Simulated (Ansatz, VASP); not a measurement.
## Two plane-wave programs on Ni

```
CELL_PARAMETERS angstrom
-1.37798 1.37798 1.37798
1.37798 -1.37798 1.37798
1.37798 1.37798 -1.37798
ATOMIC_POSITIONS crystal
Ni 0.00000 0.00000 0.00000
```

Alike in both runs: task single point; functional r2SCAN; k mesh 18 × 18 × 18; occupations fermi-dirac, width 0.1 eV; no spin polarisation.

```csv
,VASP,Ansatz
version,VASP 6.6.1,Ansatz 0.2.0
potentials or method,"VASP PAW PBE potentials, release 64 (Ni), cutoff 520 eV","plane waves (500 eV) with PAW, scalar-relativistic"
valence electrons in the cell,10,18
```

```csv
,VASP,Ansatz,Ansatz less VASP
pressure (GPa),0.5,-0.1,-0.58
```

VASP's potentials were made for PBE, not for r2SCAN. VASP's potentials hold 10 valence electrons a cell and Ansatz's 18, so a difference there can come from the potentials and not from the codes.
